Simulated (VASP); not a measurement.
# SnO in VASP: notebook

The runs below take SnO through single point, with PBE+D3(BJ).

Program: VASP 6.6.1. These are calculated values, not measurements. Logs are shortened: lines on timing, memory, paths and dates and some standing lists are left out, and cuts for length are marked.

## 1. The cell of the first run

The cell holds a slab with vacuum, 8 atoms: a = 3.820 Å, b = 3.820 Å, c = 22.226 Å, α = 90.00°, β = 90.00°, γ = 90.00°.

## 2. Single point, PBE+D3(BJ) (layers slid over each other)

Contents of INCAR:

```
SYSTEM = SnO
ALGO = Normal
DIPOL = 0.5 0.5 0.394
EDIFF = 1E-6
ENCUT = 520
GGA = PE
IDIPOL = 3
ISIF = 2
ISMEAR = 0
IVDW = 12
LASPH = .TRUE.
LCHARG = .TRUE.
LDIPOL = .TRUE.
LELF = .TRUE.
LREAL = .FALSE.
LVACPOTAV = .TRUE.
LVHAR = .TRUE.
LWAVE = .FALSE.
NBANDS = 50
NELM = 80
PREC = Accurate
SIGMA = 0.05
```

Contents of KPOINTS:

```
k-points
0
G
  7 7 1
  0 0 0
```

Contents of POSCAR:

```
SnO
1.0
    3.8201636883      0.0000000000      0.0000000000
    0.0000000000      3.8201636883      0.0000000000
    0.0000000000      0.0000000000     22.2260802162
Sn O
4 4
Direct
    0.7500000000      0.2500000000      0.2024648501
    0.2500000000      0.7500000000      0.3087831971
    0.3750000000      1.1250000000      0.4797535150
    0.8750000000      0.6250000000      0.5860718620
    0.2500000000      0.2500000000      0.2556240236
    0.7500000000      0.7500000000      0.2556240236
    0.8750000000      1.1250000000      0.5329126885
    0.3750000000      0.6250000000      0.5329126885
```

Potentials or basis: VASP PAW PBE potentials, release 64 (Sn_d, O).

Launch:

```
cat potpaw_PBE.64/Sn_d/POTCAR potpaw_PBE.64/O/POTCAR > POTCAR
mpirun -np 1 vasp_std > vasp.out
```

OUTCAR:

```text
SYSTEM = SnO
   EDIFF = 1E-6
   ENCUT = 520
   GGA = PE
   ISIF = 2
   ISMEAR = 0
   IVDW = 12
   LASPH = .TRUE.
   LREAL = .FALSE.
   NELM = 80
   PREC = Accurate
 IVDW          = 12

 ion  position               nearest neighbor table
   1  0.750  0.250  0.202-   5 2.25   6 2.25   6 2.25   5 2.25   2 3.59   2 3.59   2 3.59   2 3.59

   2  0.250  0.750  0.309-   5 2.25   6 2.25   5 2.25   6 2.25   1 3.59   1 3.59   1 3.59   1 3.59

   3  0.375  0.125  0.480-   7 2.25   8 2.25   8 2.25   7 2.25   4 3.59   4 3.59   4 3.59   4 3.59

   4  0.875  0.625  0.586-   7 2.25   8 2.25   7 2.25   8 2.25   3 3.59   3 3.59   3 3.59   3 3.59

   5  0.250  0.250  0.256-   1 2.25   2 2.25   2 2.25   1 2.25
   6  0.750  0.750  0.256-   1 2.25   2 2.25   1 2.25   2 2.25
   7  0.875  0.125  0.533-   3 2.25   4 2.25   4 2.25   3 2.25
   8  0.375  0.625  0.533-   3 2.25   4 2.25   3 2.25   4 2.25

  LATTYP: Found a simple tetragonal cell.
 ALAT       =     3.8201636883
 C/A-ratio  =     5.8180962989

  Lattice vectors:

 A1 = (   3.8201636883,   0.0000000000,   0.0000000000)
 A2 = (   0.0000000000,   3.8201636883,   0.0000000000)
 A3 = (   0.0000000000,   0.0000000000,  22.2260802162)

Analysis of symmetry for initial positions (statically):
=====================================================================
 Subroutine PRICEL returns:
 Original cell was already a primitive cell.

 Routine SETGRP: Setting up the symmetry group for a
 simple tetragonal supercell.

 Subroutine GETGRP returns: Found  2 space group operations
 (whereof  1 operations were pure point group operations)
 out of a pool of 16 trial point group operations.

The static configuration has the point symmetry C_1 .
 The point group associated with its full space group is S_2 .

Analysis of symmetry for dynamics (positions and initial velocities):
=====================================================================
 Subroutine PRICEL returns:
 Original cell was already a primitive cell.

 Routine SETGRP: Setting up the symmetry group for a
 simple tetragonal supercell.

 Subroutine GETGRP returns: Found  2 space group operations
 (whereof  1 operations were pure point group operations)
 out of a pool of 16 trial point group operations.

The dynamic configuration has the point symmetry C_1 .
 The point group associated with its full space group is S_2 .

 Subroutine INISYM returns: Found  2 space group operations
 (whereof  1 operations are pure point group operations),
 and found     1 'primitive' translations

----------------------------------------------------------------------------------------

                                     Primitive cell

  volume of cell :     324.3596

  direct lattice vectors                    reciprocal lattice vectors
     3.820163688  0.000000000  0.000000000     0.261768888  0.000000000  0.000000000
     0.000000000  3.820163688  0.000000000     0.000000000  0.261768888  0.000000000
     0.000000000  0.000000000 22.226080216     0.000000000  0.000000000  0.044992189

  length of vectors
     3.820163688  3.820163688 22.226080216     0.261768888  0.261768888  0.044992189

  position of ions in fractional coordinates (direct lattice)
     0.750000000  0.250000000  0.202464850
     0.250000000  0.750000000  0.308783197
     0.375000000  0.125000000  0.479753515
     0.875000000  0.625000000  0.586071862
     0.250000000  0.250000000  0.255624024
     0.750000000  0.750000000  0.255624024
     0.875000000  0.125000000  0.532912688
     0.375000000  0.625000000  0.532912688

  ion indices of the primitive-cell ions
   primitive index   ion index
                 1           1
                 2           2
                 3           3
                 4           4
                 5           5
                 6           6
                 7           7
                 8           8

----------------------------------------------------------------------------------------

 KPOINTS: k-points

Automatic generation of k-mesh.
 Grid dimensions read from file:
 generate k-points for:    7    7    1

 Generating k-lattice:

  Cartesian coordinates                     Fractional coordinates (reciprocal lattice)
     0.037395555  0.000000000  0.000000000     0.142857143  0.000000000  0.000000000
     0.000000000  0.037395555  0.000000000     0.000000000  0.142857143  0.000000000
     0.000000000  0.000000000  0.044992189     0.000000000  0.000000000  1.000000000

  Length of vectors
     0.037395555  0.037395555  0.044992189

  Shift w.r.t. Gamma in fractional coordinates (k-lattice)
     0.000000000  0.000000000  0.000000000

 Subroutine IBZKPT returns following result:
 ===========================================

 Found     25 irreducible k-points:

 Following reciprocal coordinates:
            Coordinates               Weight
  0.000000  0.000000  0.000000      1.000000
  0.142857  0.000000  0.000000      2.000000
  0.000000  0.142857  0.000000      2.000000
  0.285714  0.000000  0.000000      2.000000
  0.000000  0.285714  0.000000      2.000000
  0.428571  0.000000  0.000000      2.000000
[... 16 lines left out ...]
  0.285714  0.428571  0.000000      2.000000
  0.428571  0.428571  0.000000      2.000000
   k-points           NKPTS =     25   k-points in BZ     NKDIM =     25   number of bands    NBANDS=     50
   number of dos      NEDOS =    301   number of ions     NIONS =      8
   total plane-waves  NPLWV = 131712
   dimension x,y,z NGX =    28 NGY =   28 NGZ =  168
   dimension x,y,z NGXF=    56 NGYF=   56 NGZF=  336
   ions per type =               4   4
   NGX,Y,Z   is equivalent  to a cutoff of  12.19, 12.19, 12.57 a.u.
   NGXF,Y,Z  is equivalent  to a cutoff of  24.37, 24.37, 25.13 a.u.
 SYSTEM =  SnO
   PREC   = accura    normal or accurate (medium, high low for compatibility)
   ISTART =      0    job   : 0-new  1-cont  2-samecut
   ICHARG =      2    charge: 1-file 2-atom 10-const
   ISPIN  =      1    spin polarized calculation?
   LNONCOLLINEAR =      F non collinear calculations
   LSORBIT =      F    spin-orbit coupling
   LASPH  =      T    aspherical Exc in radial PAW
   ENCUT  =  520.0 eV  38.22 Ry    6.18 a.u.   7.10  7.10 41.33*2*pi/ulx,y,z
   NELM   =     80;   NELMIN=  2; NELMDL= -5     # of ELM steps
   EDIFF  = 0.1E-05   stopping-criterion for ELM
   LREAL  =      F    real-space projection
   EDIFFG = 0.1E-04   stopping-criterion for IOM
   NSW    =      0    number of steps for IOM
   IBRION =     -1    ionic relax: 0-MD 1-quasi-New 2-CG
   NFREE  =      0    steps in history (QN), initial steepest desc. (CG)
   ISIF   =      2    stress and relaxation
   ISYM   =      2    0-nonsym 1-usesym 2-fastsym
   POTIM  = 0.5000    time-step for ionic-motion
   TEBEG  =    0.0;   TEEND  =   0.0 temperature during run
   PSTRESS=    0.0 pullay stress
   NELECT =      80.0000    total number of electrons
   NUPDOWN=      -1.0000    fix difference up-down
   EMIN   =  10.00;   EMAX   =-10.00  energy-range for DOS
   EFERMI =   0.00;   METHOD = LEGACY
   ISMEAR =     0;   SIGMA  =   0.05  broadening in eV -4-tet -1-fermi 0-gaus
   EFERMI_NEDOS =   21; number of points for ismear=-14 and -15
   IALGO  =     38    algorithm
   IMIX   =      4    mixing-type and parameters
     AMIX     =   0.40;   BMIX     =  1.00
     AMIX_MAG =   1.60;   BMIX_MAG =  1.00
  volume/ion in A,a.u.               =      40.54       273.61
  Fermi-wavevector in a.u.,A,eV,Ry     =   1.026666  1.940118 14.341129  1.054043
  Thomas-Fermi vector in A             =   2.160571
   LORBIT       =      0    0 simple, 1 ext, 2 COOP (PROOUT), +10 PAW based schemes
   GGA     = PE    functional components
   LHFCALC =     F    Hartree Fock is set to
   AEXX    =    0.0000 exact exchange contribution
   IVDW    =    12    specifies the selected vdW correction
   LEPSILON=     F    determine dielectric tensor
   LRPA    =     F    only Hartree local field effects (RPA)
 non-spin polarized calculation
 Gauss-broadening in eV      SIGMA  =   0.05
  energy-cutoff  :      520.00
  volume of cell :      324.36
 maximum number of plane-waves:      8769
   NGX = 15   NGY = 15   NGZ = 83

 dipolmoment           0.000000      0.000000      0.000151 electrons x Angstroem

 number of electron      79.9999971 magnetization

 dipolmoment           0.000000      0.000000     -0.000003 electrons x Angstroem

 Free energy of the ion-electron system (eV)
  ---------------------------------------------------
  ext. energy  EPLUGINS =         0.00000000
  ---------------------------------------------------
  free energy    TOTEN  =       -45.15174321 eV

  energy without entropy =      -45.15174321  energy(sigma->0) =      -45.15174321

 E-fermi :   0.1679     XC(G=0):  -5.2730

 val. band max:       -0.0820851627   @ k =   0.1429   0.0000   0.0000
 cond. band min:       2.1201296789   @ k =   0.4286   0.0000   0.0000
 fundamental gap:      2.2022148416
 Fermi energy:         0.1678698517

 k-point     1 :       0.0000    0.0000    0.0000
  band No.  band energies     occupation
      1     -21.0535      2.00000
      2     -21.0534      2.00000
      3     -20.6931      2.00000
      4     -20.6931      2.00000
      5     -20.6564      2.00000
      6     -20.6561      2.00000
[... 42 lines left out ...]
     49       5.2306      0.00000
     50       5.2449      0.00000

 k-point     2 :       0.1429    0.0000    0.0000
  band No.  band energies     occupation
      1     -21.0446      2.00000
      2     -21.0444      2.00000
      3     -20.6938      2.00000
      4     -20.6936      2.00000
      5     -20.6578      2.00000
      6     -20.6565      2.00000
[... 1158 lines left out ...]
 k-point    24 :       0.4286    0.4286    0.0000
  band No.  band energies     occupation
      1     -20.9949      2.00000
      2     -20.9941      2.00000
      3     -20.9807      2.00000
      4     -20.9802      2.00000
      5     -20.6602      2.00000
      6     -20.6599      2.00000
[... 42 lines left out ...]
     49       6.1314      0.00000
     50       6.4364      0.00000

 [... further k-points ...]

------------------------ aborting loop because EDIFF is reached ----------------------------------------

 Edisp (eV)   -1.27447

 E8    (eV) :    -0.5638

  FORCE on cell =-STRESS in cart. coord.  units (eV):
  Direction    XX          YY          ZZ          XY          YZ          ZX
  --------------------------------------------------------------------------------------
  -------------------------------------------------------------------------------------
  Total       0.24080     0.38657     0.07789     0.03445     0.37911     0.24948
  in kB       1.18942     1.90949     0.38472     0.17017     1.87261     1.23231
  external pressure =        1.16 kB  Pullay stress =        0.00 kB

 VOLUME and BASIS-vectors are now :
 -----------------------------------------------------------------------------
  energy-cutoff  :      520.00
  volume of cell :      324.36
      direct lattice vectors                 reciprocal lattice vectors
     3.820163688  0.000000000  0.000000000     0.261768888  0.000000000  0.000000000
     0.000000000  3.820163688  0.000000000     0.000000000  0.261768888  0.000000000
     0.000000000  0.000000000 22.226080216     0.000000000  0.000000000  0.044992189

 POSITION                                       TOTAL-FORCE (eV/Angst)
 -----------------------------------------------------------------------------------
      2.86512      0.95504      4.50000        -0.004826     -0.007267     -0.074818
      0.95504      2.86512      6.86304        -0.024887     -0.047509      0.075261
      1.43256      0.47752     10.66304         0.024887      0.047509     -0.075261
      3.34264      2.38760     13.02608         0.004826      0.007267      0.074818
      0.95504      0.95504      5.68152         0.009888     -0.036815      0.008237
      2.86512      2.86512      5.68152        -0.028262      0.014667      0.011146
      3.34264      0.47752     11.84456         0.028262     -0.014667     -0.011146
      1.43256      2.38760     11.84456        -0.009888      0.036815     -0.008237
 -----------------------------------------------------------------------------------
    total drift:                                0.000000     -0.000000     -0.000137

  FREE ENERGIE OF THE ION-ELECTRON SYSTEM (eV)
  ---------------------------------------------------
  free  energy   TOTEN  =       -46.4262098269 eV

  energy  without entropy=      -46.4262098269  energy(sigma->0) =      -46.42620983

 vacuum level on the upper side and lower side of the slab         4.932         4.932
```

It took 8.4 min on 1 thread of AMD EPYC 7R43 (Zen 3), shared host; peak memory 0.48 GiB.

What came out:

```yaml
Free_energy: -46.4262 eV
Largest_force: 0.092 eV/Å
Band_gap_on_the_k_mesh: 2.20 eV (least direct gap 2.45 eV)
Dispersion_energy_per_atom: -0.159 eV
```

Forces on the atoms (eV/Å):
```
Sn  -0.005 -0.007 -0.075
Sn  -0.025 -0.048  0.075
Sn   0.025  0.048 -0.075
Sn   0.005  0.007  0.075
O    0.010 -0.037  0.008
O   -0.028  0.015  0.011
O    0.028 -0.015 -0.011
O   -0.010  0.037 -0.008
```

Caveat: the cell differs from its parent crystal (layers slid over each other); spin-orbit coupling is left out, which moves the levels of the heavy elements.

## 3. Single point, PBE+D3(BJ) (layers slid over each other)

Contents of INCAR:

```
PREC = Accurate ; ENCUT = 520
EDIFF = 1E-6 ; ISMEAR = 0
SIGMA = 0.05 ; LREAL = False
LASPH = True ; NELM = 60
ALGO = Normal ; ISIF = 2
LWAVE = False ; LCHARG = False
LDIPOL = True ; IDIPOL = 3
DIPOL = 0.5 0.5 0.394 ; GGA = PE
IVDW = 12 ; NBANDS = 50
```

Contents of KPOINTS:

```
Automatic mesh
0
Gamma
  7 7 1
```

Contents of POSCAR:

```
SnO
1.0
    3.8201636883      0.0000000000      0.0000000000
    0.0000000000      3.8201636883      0.0000000000
    0.0000000000      0.0000000000     22.2260802162
Sn O
4 4
Direct
    0.7500000000      0.2500000000      0.2024648501
    0.2500000000      0.7500000000      0.3087831971
    0.3750000000      1.0000000000      0.4797535150
    0.8750000000      0.5000000000      0.5860718620
    0.2500000000      0.2500000000      0.2556240236
    0.7500000000      0.7500000000      0.2556240236
    0.8750000000      1.0000000000      0.5329126885
    0.3750000000      0.5000000000      0.5329126885
```

Potentials or basis: VASP PAW PBE potentials, release 64 (Sn_d, O).

Launch:

```
cat potpaw_PBE.64/Sn_d/POTCAR potpaw_PBE.64/O/POTCAR > POTCAR
mpirun -np 1 vasp_std > vasp.out
```

Wall time 4.1 min (1 thread of Intel Xeon 6975P-C (Granite Rapids), shared host); peak memory 0.52 GiB.

The run converged. Its results:

```yaml
Free_energy: -46.3772 eV
Largest_force: 0.087 eV/Å
Band_gap_on_the_k_mesh: 2.16 eV (least direct gap 2.41 eV)
Dispersion_energy_per_atom: -0.159 eV
```

Forces in eV/Å, atoms in the order of the input:
```
Sn  -0.007 -0.011 -0.077
Sn  -0.040 -0.074 -0.021
Sn   0.040  0.074  0.021
Sn   0.007  0.011  0.077
O    0.013 -0.057  0.001
O   -0.036  0.023  0.003
O    0.036 -0.023 -0.003
O   -0.013  0.057 -0.001
```

Levels at points of the mesh, in eV from the valence-band top:
```csv
k point,band 38,band 39,band 40,band 41,band 42,band 43
"(0.00, 0.00, 0.00)",-2.08,-0.84,-0.05,2.42,2.73,2.73
```

Caveat: the cell differs from its parent crystal (layers slid over each other); spin-orbit coupling is left out, which moves the levels of the heavy elements.

## 4. Single point, PBE+D3(BJ) (layers slid over each other)

Contents of INCAR:

```
SYSTEM = SnO
PREC = Accurate ; ENCUT = 520
EDIFF = 1E-7 ; ISMEAR = 0
SIGMA = 0.05 ; LREAL = .FALSE.
LASPH = .TRUE. ; NELM = 80
ALGO = Normal ; ISIF = 2
LWAVE = .FALSE. ; LCHARG = .TRUE.
LDIPOL = .TRUE. ; IDIPOL = 3
DIPOL = 0.5 0.5 0.394 ; GGA = PE
IVDW = 12 ; LELF = .TRUE.
LVHAR = .TRUE. ; LVACPOTAV = .TRUE.
NBANDS = 50
```

Contents of KPOINTS:

```
Automatic mesh
0
G
  7 7 1
  0 0 0
```

Contents of POSCAR:

```
SnO
1.0
    3.8201636883      0.0000000000      0.0000000000
    0.0000000000      3.8201636883      0.0000000000
    0.0000000000      0.0000000000     22.2260802162
Sn O
4 4
Direct
    0.7500000000      0.2500000000      0.2024648501
    0.2500000000      0.7500000000      0.3087831971
    0.5000000000      1.1250000000      0.4797535150
    1.0000000000      0.6250000000      0.5860718620
    0.2500000000      0.2500000000      0.2556240236
    0.7500000000      0.7500000000      0.2556240236
    1.0000000000      1.1250000000      0.5329126885
    0.5000000000      0.6250000000      0.5329126885
```

Launch:

```
cat potpaw_PBE.64/Sn_d/POTCAR potpaw_PBE.64/O/POTCAR > POTCAR
mpirun -np 1 vasp_std > vasp.out
```

Wall time 4.8 min (1 thread of Intel Xeon 6975P-C (Granite Rapids), shared host); peak memory 0.53 GiB.

Results (log left out):

```yaml
Free_energy: -46.4542 eV
Largest_force: 0.135 eV/Å
Band_gap_on_the_k_mesh: 2.37 eV (least direct gap 2.49 eV)
Dispersion_energy_per_atom: -0.159 eV
```

Forces on the atoms (eV/Å):
```
Sn  -0.006 -0.006 -0.072
Sn  -0.032 -0.033  0.127
Sn   0.032  0.033 -0.127
Sn   0.006  0.006  0.072
O    0.013 -0.030  0.013
O   -0.037  0.012  0.015
O    0.037 -0.012 -0.015
O   -0.013  0.030 -0.013
```

Levels at points of the mesh, in eV from the valence-band top:
| k point | band 36 | band 37 | band 38 | band 39 | band 40 | band 41 | band 42 | band 43 | band 44 | band 45 |
| --- | --- | --- | --- | --- | --- | --- | --- | --- | --- | --- |
| (0.00, 0.00, 0.00) | -2.04 | -2.04 | -2.04 | -0.77 | -0.03 | 2.46 | 2.76 | 2.77 | 3.95 | 4.79 |

Caveat: the cell differs from its parent crystal (layers slid over each other); spin-orbit coupling is left out, which moves the levels of the heavy elements.

## 5. Summary

```csv
cell,gap on the mesh (eV),largest force (eV/Å)
"as given, atomic positions A",2.20,0.09
"as given, atomic positions B",2.16,0.09
"as given, atomic positions C",2.37,0.14
```

Alike in all rows: task single point; level PBE+D3(BJ); potentials or basis VASP PAW PBE potentials, release 64 (Sn_d, O); no spin polarisation; k mesh 7 × 7 × 1; cutoff (eV) 520; smearing gaussian 0.05 eV.

Caveats: spin-orbit coupling is left out, which moves the levels of the heavy elements.

Absolute energies hang on the potentials; compare differences alone.
